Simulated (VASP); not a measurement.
Here is a VASP 6.6.1 calculation.

Contents of INCAR:

```
SYSTEM = NaI
ALGO = Normal ; EDIFF = 1E-6
ENCUT = 520 ; GGA = PE
ISIF = 2 ; ISMEAR = 0
LASPH = .TRUE. ; LCHARG = .FALSE.
LREAL = .FALSE. ; LWAVE = .FALSE.
NBANDS = 14 ; NELM = 60
PREC = Accurate ; SIGMA = 0.01
```

KPOINTS

```
k-points
0
G
  4 4 4
  0 0 0
```

The input POSCAR:

```
NaI
1.0
    0.0000000000      3.2297205115      3.2297205115
    3.3912065371      0.0000000000      3.2297205115
    3.3912065371      3.2297205115      0.0000000000
Na I
1 1
Direct
    0.0000000000      0.0000000000      0.0000000000
    0.5000000000      0.5000000000      0.5000000000
```

Potentials or basis: VASP PAW PBE potentials, release 64 (Na_pv, I).

Run with:

```bash
$ cat potpaw_PBE.64/Na_pv/POTCAR potpaw_PBE.64/I/POTCAR > POTCAR
$ mpirun -np 1 vasp_std > vasp.out
```

Q: Estimate the band gap on the k mesh.

A: 3.50 eV, direct.

Q: Predict the pressure.

A: -0.1 GPa.

Stress tensor (GPa, compression positive):
```
-0.70  0.00  0.00
 0.00  0.19  0.00
 0.00  0.00  0.19
```

Caveat: the cell differs from its parent crystal (uniaxial x strain +5.0%); spin-orbit coupling is left out, which moves the levels of the heavy elements.
